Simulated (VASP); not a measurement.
# Ti (Fm-3m) in VASP: further runs, part 2 of 2

VASP 6.6.1. Earlier steps stand in the parts before.

**3. Single point, PBE (15.99 Å³/atom)**

This run uses another cell than the first one, of 15.99 Å³/atom.

INCAR reads:

```
SYSTEM = Ti
PREC = Accurate
ENCUT = 520
EDIFF = 1E-6
ISMEAR = 0
SIGMA = 0.15
LREAL = .False.
LASPH = .True.
NELM = 60
ALGO = Fast
ISIF = 2
LWAVE = .False.
LCHARG = .False.
GGA = PE
NBANDS = 12
```

KPOINTS reads:

```
regular mesh
0
Gamma
  20 20 20
  0 0 0
```

POSCAR reads:

```
Ti
1.0
    0.0000000000      1.9994998749      1.9994998749
    1.9994998749      0.0000000000      1.9994998749
    1.9994998749      1.9994998749      0.0000000000
Ti
1
Direct
    0.0000000000      0.0000000000      0.0000000000
```

Potentials or basis: VASP PAW PBE potentials, release 64 (Ti_sv).

Started as:

```
$ cat potpaw_PBE.64/Ti_sv/POTCAR > POTCAR
$ mpirun -np 1 vasp_std > vasp.out
```

OUTCAR:

```text
SYSTEM = Ti
   PREC = Accurate
   ENCUT = 520
   EDIFF = 1E-6
   ISMEAR = 0
   LREAL = .False.
   LASPH = .True.
   NELM = 60
   ISIF = 2
   GGA = PE

 ion  position               nearest neighbor table
   1  0.000  0.000  0.000-

  LATTYP: Found a face centered cubic cell.
 ALAT       =     3.9989997498

  Lattice vectors:

 A1 = (   0.0000000000,   1.9994998749,   1.9994998749)
 A2 = (   1.9994998749,   0.0000000000,   1.9994998749)
 A3 = (   1.9994998749,   1.9994998749,   0.0000000000)

Analysis of symmetry for initial positions (statically):
=====================================================================
 Subroutine PRICEL returns:
 Original cell was already a primitive cell.

 Routine SETGRP: Setting up the symmetry group for a
 face centered cubic supercell.

 Subroutine GETGRP returns: Found 48 space group operations
 (whereof 48 operations were pure point group operations)
 out of a pool of 48 trial point group operations.

The static configuration has the point symmetry O_h .

Analysis of symmetry for dynamics (positions and initial velocities):
[... 171 lines left out ...]
      4     -23.1932      2.00000
      5       2.8455      2.00000
      6      10.0546      0.00000
      7      10.0546      0.00000
      8      10.0546      0.00000
      9      11.8800      0.00000
     10      11.8800      0.00000
     11      24.8384      0.00000
     12      29.7275      0.00000
[... 331 lines left out ...]
 k-point    24 :      -0.3500    0.0500    0.0000
  band No.  band energies     occupation
      1     -47.2989      2.00000
      2     -23.9219      2.00000
      3     -23.3085      2.00000
      4     -23.2797      2.00000
      5       6.0381      2.00000
      6       9.2390      0.31356
      7      10.0334      0.00000
      8      10.1257      0.00000
      9      12.4599      0.00000
     10      12.8940      0.00000
     11      19.9853      0.00000
     12      24.7244      0.00000

 [... further k-points ...]

------------------------ aborting loop because EDIFF is reached ----------------------------------------

  FORCE on cell =-STRESS in cart. coord.  units (eV):
  Direction    XX          YY          ZZ          XY          YZ          ZX
  --------------------------------------------------------------------------------------
  -------------------------------------------------------------------------------------
  Total        0.9961175      0.9961175      0.9961175      0.0000000      0.0000000     -0.0000000
  in kB       99.8221700     99.8221700     99.8221700      0.0000000      0.0000000     -0.0000000
  external PRESSURE =      99.8221700 kB  Pullay stress =       0.0000000 kB

 VOLUME and BASIS-vectors are now :
 -----------------------------------------------------------------------------
  energy-cutoff  :      520.00
  volume of cell :       15.99
      direct lattice vectors                 reciprocal lattice vectors
     0.000000000  1.999499875  1.999499875    -0.250062531  0.250062531  0.250062531
     1.999499875  0.000000000  1.999499875     0.250062531 -0.250062531  0.250062531
     1.999499875  1.999499875  0.000000000     0.250062531  0.250062531 -0.250062531

 POSITION                                       TOTAL-FORCE (eV/Angst)
 -----------------------------------------------------------------------------------
      0.00000      0.00000      0.00000         0.000000      0.000000      0.000000
 -----------------------------------------------------------------------------------
    total drift:                               -0.000000     -0.000000     -0.000000

  FREE ENERGIE OF THE ION-ELECTRON SYSTEM (eV)
  ---------------------------------------------------
  free  energy   TOTEN  =        -7.7470397953 eV

  energy  without entropy=       -7.7296132041  energy(sigma->0) =       -7.73832650
```

stdout:

```text
POSCAR found type information on POSCAR Ti
 POSCAR found :  1 types and       1 ions
 scaLAPACK will be used
 LDA part: xc-table for (Slater+PW92), standard interpolation
 POSCAR, INCAR and KPOINTS ok, starting setup
 FFT: planning ... GRIDC
 FFT: planning ... GRID_SOFT
 FFT: planning ... GRID
 WAVECAR not read
 entering main loop
WARNING in EDDRMM: call to ZHEGV failed, returncode =   6  3      8
WARNING in EDDRMM: call to ZHEGV failed, returncode =   8  4     12
WARNING in EDDRMM: call to ZHEGV failed, returncode =   6  3      7
WARNING in EDDRMM: call to ZHEGV failed, returncode =   6  3      9
WARNING in EDDRMM: call to ZHEGV failed, returncode =   8  4      5
WARNING in EDDRMM: call to ZHEGV failed, returncode =   6  3      9
WARNING in EDDRMM: call to ZHEGV failed, returncode =   6  3      5
```

It took 53 s on 1 thread of AMD EPYC 9R45 (Zen 5), shared host; peak memory 0.14 GiB.

Results:

| Property | Result |
| --- | --- |
| Free energy | -7.7470 eV |
| Pressure | 10.0 GPa |
| Band gap on the k mesh | zero (bands 6 and 7 overlap by 1.33 eV) |

Caveat: the cell stands under pressure.

**4. Single point, PBE (16.68 Å³/atom)**

This run uses another cell than the first one, of 16.68 Å³/atom.

INCAR reads:

```
PREC     = Accurate       # precision mode
ENCUT    = 520            # plane-wave cutoff, eV
EDIFF    = 1E-6           # SCF threshold, eV
ISMEAR   = 0              # smearing method
SIGMA    = 0.15           # smearing width, eV
LREAL    = False          # projectors in reciprocal space
LASPH    = True           # aspherical terms in the spheres
NELM     = 100            # most SCF steps
ALGO     = Fast           # electronic algorithm
ISIF     = 2              # what is computed and relaxed
LWAVE    = False          # write WAVECAR
LCHARG   = False          # write CHGCAR
GGA      = PE             # functional
NBANDS   = 12             # bands
```

KPOINTS reads:

```
Automatic mesh
0
Gamma
  20 20 20
```

POSCAR reads:

```
Ti
1.0
    0.0000000000      2.0280627332      2.0280627332
    2.0280627332      0.0000000000      2.0280627332
    2.0280627332      2.0280627332      0.0000000000
Ti
1
Direct
    0.0000000000      0.0000000000      0.0000000000
```

Started as:

```
$ cat potpaw_PBE.64/Ti_sv/POTCAR > POTCAR
$ mpirun -np 1 vasp_std > vasp.out
```

It took 53 s on 1 thread of AMD EPYC 9R45 (Zen 5), shared host; peak memory 0.14 GiB.

The run converged. Its results:

```
Free energy            : -7.7784 eV
Pressure               : 4.4 GPa
Band gap on the k mesh : zero (bands 6 and 7 overlap by 1.29 eV)
```

Levels at points of the mesh, in eV from the Fermi level:
```csv
k point,band 3,band 4,band 5,band 6,band 7,band 8,band 9,band 10
"(0.00, 0.00, 0.00)",-32.45,-32.45,-6.19,0.90,0.90,0.90,2.62,2.62
"(0.50, 0.00, 0.00)",-32.55,-32.55,-2.68,0.73,0.78,0.78,3.75,3.75
"(0.50, 0.50, 0.00)",-32.72,-32.72,-2.71,-1.82,3.03,3.75,4.04,4.04
```

Caveat: the cell stands under pressure.

**5. Single point, PBE (18.07 Å³/atom)**

This run uses another cell than the first one, of 18.07 Å³/atom.

INCAR reads:

```
PREC = Accurate
ENCUT = 520
EDIFF = 1E-7
ISMEAR = 0
SIGMA = 0.15
LREAL = False
LASPH = True
NELM = 80
ALGO = Fast
ISIF = 2
LWAVE = False
LCHARG = False
GGA = PE
NBANDS = 12
```

KPOINTS is that of step 4.

POSCAR reads:

```
Ti
1.0
    0.0000000000      2.0829304110      2.0829304110
    2.0829304110      0.0000000000      2.0829304110
    2.0829304110      2.0829304110      0.0000000000
Ti
1
Direct
    0.0000000000      0.0000000000      0.0000000000
```

Started as:

```
$ cat potpaw_PBE.64/Ti_sv/POTCAR > POTCAR
$ mpirun -np 1 vasp_std > vasp.out
```

Wall time 64 s (1 thread of AMD EPYC 9R45 (Zen 5), shared host); peak memory 0.15 GiB.

The run converged. Its results:

| Item | Value |
| --- | --- |
| Free energy | -7.7784 eV |
| Pressure | -4.1 GPa |
| Band gap on the k mesh | zero (bands 6 and 7 overlap by 1.22 eV) |

Levels at points of the mesh, in eV from the Fermi level:
```tsv
k point	band 2	band 3	band 4	band 5	band 6	band 7	band 8	band 9	band 10	band 11
(0.00, 0.00, 0.00)	-32.68	-32.68	-32.68	-6.00	0.85	0.85	0.85	2.39	2.39	15.03
(0.50, 0.00, 0.00)	-33.27	-32.76	-32.76	-2.50	0.54	0.75	0.75	3.40	3.40	7.76
(0.50, 0.50, 0.00)	-33.23	-32.89	-32.89	-2.44	-1.60	2.67	3.39	3.65	3.65	11.23
```

Caveat: the cell stands under tension.

**6. Summary**

```tsv
cell	gap on the mesh (eV)	pressure (GPa)
a = 2.786 Å, angles 60.0°, 1 atom	none	16.6
a = 2.828 Å, angles 60.0°, 1 atom	none	10.0
a = 2.868 Å, angles 60.0°, 1 atom	none	4.4
a = 2.946 Å, angles 60.0°, 1 atom	none	-4.1
```

Alike in all rows: task single point; level PBE; potentials or basis VASP PAW PBE potentials, release 64 (Ti_sv); no spin polarisation; k mesh 20 × 20 × 20; cutoff (eV) 520; smearing gaussian 0.15 eV.

Caveats: the cell stands under pressure (at least some runs); the cell stands under tension (at least some runs).

Total energies depend on the potentials used, so only differences within one code and one set of settings carry meaning.
